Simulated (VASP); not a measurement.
# W (Fm-3m) in VASP: single point with PBE

Aim: the single point of W with PBE.

Everything below comes from runs of VASP 6.6.1. Logs are shortened: lines on timing, memory, paths and dates and some standing lists are left out, and cuts for length are marked.

### 1 The cell of the first run

Symmetry: Fm-3m, No. 225, cubic system. The conventional cell has a = 4.037 Å, b = 4.037 Å, c = 4.037 Å, α = 90.00°, β = 90.00°, γ = 90.00°. W (site symmetry m-3m) has 12 W at 2.85 Å within 3.8 Å.

This isn't the form of W at room conditions, which is bcc.

### 2 Single point, PBE

INCAR

```
SYSTEM = W
  PREC = Accurate
  ENCUT = 520
  EDIFF = 1E-6
  ISMEAR = 0
  SIGMA = 0.1
  LREAL = .False.
  LASPH = .True.
  NELM = 100
  ALGO = Fast
  ISIF = 2
  LWAVE = .False.
  LCHARG = .False.
  GGA = PE
  ISYM = 0
  NBANDS = 13
```

KPOINTS

```
regular mesh
0
Gamma
  12 12 17
  0 0 0
```

POSCAR

```
W
1.0
    2.8545944811      0.0000000000      0.0000000000
    0.0000000000      2.8545944811      0.0000000000
    1.4272972405      1.4272972405      2.0185031151
W
1
Direct
    0.0000000000      0.0000000000      0.0000000000
```

Potentials or basis: VASP PAW PBE potentials, release 64 (W_sv).

The run is started by

```console
$ cat potpaw_PBE.64/W_sv/POTCAR > POTCAR
$ mpirun -np 1 vasp_std > vasp.out
```

OUTCAR:

```text
SYSTEM = W
   PREC = Accurate
   ENCUT = 520
   EDIFF = 1E-6
   ISMEAR = 0
   LREAL = .False.
   LASPH = .True.
   NELM = 100
   ISIF = 2
   GGA = PE
   ISYM = 0

 ion  position               nearest neighbor table
   1  0.000  0.000  0.000-

IMPORTANT INFORMATION: All symmetrisations will be switched off!
NOSYMM: (Re-)initialisation of all symmetry stuff for point group C_1.

----------------------------------------------------------------------------------------

                                     Primitive cell

  volume of cell :      16.4482

  direct lattice vectors                    reciprocal lattice vectors
     2.854594481  0.000000000  0.000000000     0.350312455  0.000000000 -0.247708312
     0.000000000  2.854594481  0.000000000     0.000000000  0.350312455 -0.247708312
     1.427297240  1.427297240  2.018503115     0.000000000  0.000000000  0.495416625

  length of vectors
     2.854594481  2.854594481  2.854594481     0.429043382  0.429043382  0.495416625

  position of ions in fractional coordinates (direct lattice)
     0.000000000  0.000000000  0.000000000

  ion indices of the primitive-cell ions
   primitive index   ion index
                 1           1

----------------------------------------------------------------------------------------

 KPOINTS: regular mesh

Automatic generation of k-mesh.
 Grid dimensions read from file:
 generate k-points for:   12   12   17

 Generating k-lattice:

  Cartesian coordinates                     Fractional coordinates (reciprocal lattice)
     0.029192705  0.000000000 -0.020642359     0.083333333  0.000000000  0.000000000
     0.000000000  0.029192705 -0.020642359     0.000000000  0.083333333  0.000000000
     0.000000000  0.000000000  0.029142154     0.000000000  0.000000000  0.058823529

  Length of vectors
     0.035753615  0.035753615  0.029142154

  Shift w.r.t. Gamma in fractional coordinates (k-lattice)
     0.000000000  0.000000000  0.000000000

 -----------------------------------------------------------------------------
|                                                                             |
|           W    W    AA    RRRRR   N    N  II  N    N   GGGG   !!!           |
|           W    W   A  A   R    R  NN   N  II  NN   N  G    G  !!!           |
|           W    W  A    A  R    R  N N  N  II  N N  N  G       !!!           |
|           W WW W  AAAAAA  RRRRR   N  N N  II  N  N N  G  GGG   !            |
|           WW  WW  A    A  R   R   N   NN  II  N   NN  G    G                |
|           W    W  A    A  R    R  N    N  II  N    N   GGGG   !!!           |
|                                                                             |
|     Your reciprocal lattice and k-lattice belong to different lattice       |
|     classes:                                                                |
|                                                                             |
|        The reciprocal lattice is body-centered cubic,                       |
|        whereas your k-lattice is base-centered monoclinic.                  |
|                                                                             |
|     Results are often still useful ...                                      |
|                                                                             |
 -----------------------------------------------------------------------------

 WARNING: IBZKPT: internal override: KBLOWUP is changed to .FALSE.
      ... skipping the blow-up phase ...

 Subroutine IBZKPT returns following result:
 ===========================================

 Found   1226 irreducible k-points:

 Following reciprocal coordinates:
            Coordinates               Weight
  0.000000  0.000000  0.000000      1.000000
  0.083333  0.000000 -0.000000      2.000000
  0.166667  0.000000  0.000000      2.000000
  0.250000  0.000000 -0.000000      2.000000
  0.333333  0.000000  0.000000      2.000000
  0.416667  0.000000  0.000000      2.000000
[... 16 lines left out ...]
  0.250000  0.166667 -0.000000      2.000000
  0.333333  0.166667  0.000000      2.000000
 [... further k-points ...]
   k-points           NKPTS =   1226   k-points in BZ     NKDIM =   1226   number of bands    NBANDS=     13
   number of dos      NEDOS =    301   number of ions     NIONS =      1
   total plane-waves  NPLWV =  13824
   dimension x,y,z NGX =    24 NGY =   24 NGZ =   24
   dimension x,y,z NGXF=    48 NGYF=   48 NGZF=   48
   ions per type =               1
   NGX,Y,Z   is equivalent  to a cutoff of  13.98, 13.98, 13.98 a.u.
   NGXF,Y,Z  is equivalent  to a cutoff of  27.95, 27.95, 27.95 a.u.
 SYSTEM =  W
   PREC   = accura    normal or accurate (medium, high low for compatibility)
   ISTART =      0    job   : 0-new  1-cont  2-samecut
   ICHARG =      2    charge: 1-file 2-atom 10-const
   ISPIN  =      1    spin polarized calculation?
   LNONCOLLINEAR =      F non collinear calculations
   LSORBIT =      F    spin-orbit coupling
   LASPH  =      T    aspherical Exc in radial PAW
   ENCUT  =  520.0 eV  38.22 Ry    6.18 a.u.   5.31  5.31  5.31*2*pi/ulx,y,z
   NELM   =    100;   NELMIN=  2; NELMDL= -5     # of ELM steps
   EDIFF  = 0.1E-05   stopping-criterion for ELM
   LREAL  =      F    real-space projection
   EDIFFG = 0.1E-04   stopping-criterion for IOM
   NSW    =      0    number of steps for IOM
   IBRION =     -1    ionic relax: 0-MD 1-quasi-New 2-CG
   NFREE  =      0    steps in history (QN), initial steepest desc. (CG)
   ISIF   =      2    stress and relaxation
   ISYM   =      0    0-nonsym 1-usesym 2-fastsym
   POTIM  = 0.5000    time-step for ionic-motion
   TEBEG  =    0.0;   TEEND  =   0.0 temperature during run
   PSTRESS=    0.0 pullay stress
   NELECT =      14.0000    total number of electrons
   NUPDOWN=      -1.0000    fix difference up-down
   EMIN   =  10.00;   EMAX   =-10.00  energy-range for DOS
   EFERMI =   0.00;   METHOD = LEGACY
   ISMEAR =     0;   SIGMA  =   0.10  broadening in eV -4-tet -1-fermi 0-gaus
   EFERMI_NEDOS =   21; number of points for ismear=-14 and -15
   IALGO  =     68    algorithm
   IMIX   =      4    mixing-type and parameters
     AMIX     =   0.40;   BMIX     =  1.00
     AMIX_MAG =   1.60;   BMIX_MAG =  1.00
  volume/ion in A,a.u.               =      16.45       111.00
  Fermi-wavevector in a.u.,A,eV,Ry     =   1.551475  2.931862 32.750235  2.407074
  Thomas-Fermi vector in A             =   2.655989
   LORBIT       =      0    0 simple, 1 ext, 2 COOP (PROOUT), +10 PAW based schemes
   GGA     = PE    functional components
   LHFCALC =     F    Hartree Fock is set to
   AEXX    =    0.0000 exact exchange contribution
   IVDW    =     0    specifies the selected vdW correction
   LEPSILON=     F    determine dielectric tensor
   LRPA    =     F    only Hartree local field effects (RPA)
 non-spin polarized calculation
 RMM-DIIS sequential band-by-band and
 Gauss-broadening in eV      SIGMA  =   0.10
  energy-cutoff  :      520.00
  volume of cell :       16.45
 maximum number of plane-waves:       459
 NGX is ok and might be reduce to    24
   NGX = 11   NGY = 11   NGZ = 11

 number of electron      14.0000002 magnetization

 Free energy of the ion-electron system (eV)
  ---------------------------------------------------
  ext. energy  EPLUGINS =         0.00000000
  ---------------------------------------------------
  free energy    TOTEN  =       -12.47286665 eV

  energy without entropy =      -12.46513381  energy(sigma->0) =      -12.46900023

 E-fermi :  10.4640     XC(G=0): -13.4226

 val. band max:       10.4634741889   @ k =  -0.0833   0.3333   0.4118
 cond. band min:      10.4671286630   @ k =   0.0000   0.0000   0.2353
 fundamental gap:      0.0036544742
 Fermi energy:        10.4640116271

 k-point     1 :       0.0000    0.0000    0.0000
  band No.  band energies     occupation
      1     -63.2165      2.00000
      2     -26.8521      2.00000
      3     -26.8513      2.00000
      4     -26.8475      2.00000
      5       1.4776      2.00000
      6       9.9030      2.00000
      7       9.9056      2.00000
      8       9.9064      2.00000
      9      13.0197      0.00000
     10      13.0217      0.00000
     11      23.2421      0.00000
     12      28.4481      0.00000
     13      28.4491      0.00000

 k-point     2 :       0.0833    0.0000   -0.0000
  band No.  band energies     occupation
      1     -63.2094      2.00000
      2     -26.9328      2.00000
      3     -26.8622      2.00000
      4     -26.8581      2.00000
      5       1.7796      2.00000
      6       9.6760      2.00000
      7      10.0429      2.00000
      8      10.0442      2.00000
      9      12.8966      0.00000
     10      12.8986      0.00000
     11      23.8410      0.00000
     12      27.2625      0.00000
     13      29.0160      0.00000

 k-point     3 :       0.1667    0.0000    0.0000
  band No.  band energies     occupation
      1     -63.1903      2.00000
      2     -27.1508      2.00000
      3     -26.8905      2.00000
      4     -26.8864      2.00000
      5       2.6088      2.00000
      6       9.1911      2.00000
      7      10.3187      1.96017
      8      10.3202      1.95806
      9      12.7483      0.00000
     10      12.7508      0.00000
     11      24.7870      0.00000
     12      26.0401      0.00000
     13      30.5977      0.00000

 k-point     4 :       0.2500    0.0000   -0.0000
  band No.  band energies     occupation
      1     -63.1640      2.00000
      2     -27.4394      2.00000
      3     -26.9289      2.00000
      4     -26.9247      2.00000
      5       3.6943      2.00000
      6       8.9021      2.00000
      7      10.3416      1.91658
      8      10.3430      1.91286
      9      13.1052      0.00000
     10      13.1077      0.00000
     11      23.4849      0.00000
     12      27.2240      0.00000
     13      32.9232      0.00000

 k-point     5 :       0.3333    0.0000    0.0000
  band No.  band energies     occupation
      1     -63.1377      2.00000
      2     -27.7183      2.00000
      3     -26.9669      2.00000
      4     -26.9628      2.00000
      5       4.5270      2.00000
      6       9.3230      2.00000
      7      10.0625      2.00000
      8      10.0637      2.00000
      9      14.0398      0.00000
     10      14.0421      0.00000
     11      22.2264      0.00000
     12      25.9978      0.00000
     13      32.3159      0.00000
[... 257 lines left out ...]
 k-point    22 :       0.1667    0.1667    0.0000
  band No.  band energies     occupation
      1     -63.1553      2.00000
      2     -27.4257      2.00000
      3     -27.0791      2.00000
      4     -26.9112      2.00000
      5       4.2248      2.00000
      6       8.4623      2.00000
      7      10.0270      2.00000
      8      11.2380      0.00000
      9      11.5180      0.00000
     10      14.4893      0.00000
     11      24.9050      0.00000
     12      27.7866      0.00000
     13      29.6749      0.00000

 k-point    23 :       0.2500    0.1667   -0.0000
  band No.  band energies     occupation
      1     -63.1313      2.00000
      2     -27.6175      2.00000
      3     -27.1704      2.00000
      4     -26.9533      2.00000
      5       5.2981      2.00000
      6       8.4403      2.00000
      7       9.4274      2.00000
      8      10.9509      0.00000
      9      12.3567      0.00000
     10      15.7865      0.00000
     11      23.8694      0.00000
     12      27.0766      0.00000
     13      28.7767      0.00000

 k-point    24 :       0.3333    0.1667    0.0000
  band No.  band energies     occupation
      1     -63.1114      2.00000
      2     -27.7886      2.00000
      3     -27.2159      2.00000
      4     -27.0015      2.00000
      5       5.8252      2.00000
      6       8.8324      2.00000
      7       9.2194      2.00000
      8      10.6441      0.01088
      9      13.6474      0.00000
     10      16.8260      0.00000
     11      21.9852      0.00000
     12      25.7075      0.00000
     13      27.8690      0.00000

 [... further k-points ...]
[... 5 lines left out ...]
  --------------------------------------------------------------------------------------
  -------------------------------------------------------------------------------------
  Total        0.0287548      0.0287567      0.0599981      0.0382142     -0.0116947     -0.0116970
  in kB        2.8009363      2.8011185      5.8442661      3.7223491     -1.1391469     -1.1393795
  external PRESSURE =       3.8154403 kB  Pullay stress =       0.0000000 kB

 VOLUME and BASIS-vectors are now :
 -----------------------------------------------------------------------------
  energy-cutoff  :      520.00
  volume of cell :       16.45
      direct lattice vectors                 reciprocal lattice vectors
     2.854594481  0.000000000  0.000000000     0.350312455  0.000000000 -0.247708312
     0.000000000  2.854594481  0.000000000     0.000000000  0.350312455 -0.247708312
     1.427297240  1.427297240  2.018503115     0.000000000  0.000000000  0.495416625

 POSITION                                       TOTAL-FORCE (eV/Angst)
 -----------------------------------------------------------------------------------
      0.00000      0.00000      0.00000         0.000000      0.000003      0.000000
 -----------------------------------------------------------------------------------
    total drift:                                0.000000      0.000003      0.000000

  FREE ENERGIE OF THE ION-ELECTRON SYSTEM (eV)
  ---------------------------------------------------
  free  energy   TOTEN  =       -12.4728666491 eV

  energy  without entropy=      -12.4651338121  energy(sigma->0) =      -12.46900023
```

Wall time 4.8 min (1 thread of Intel Xeon 8259CL, shared host); peak memory 0.35 GiB.

Results:

| Quantity | Value |
| --- | --- |
| Free energy | -12.4729 eV |
| Pressure | 0.4 GPa |
| Band gap on the k mesh | zero (bands 7 and 8 overlap by 3.59 eV) |

Caveat: spin-orbit coupling is left out, which moves the levels of the heavy elements.
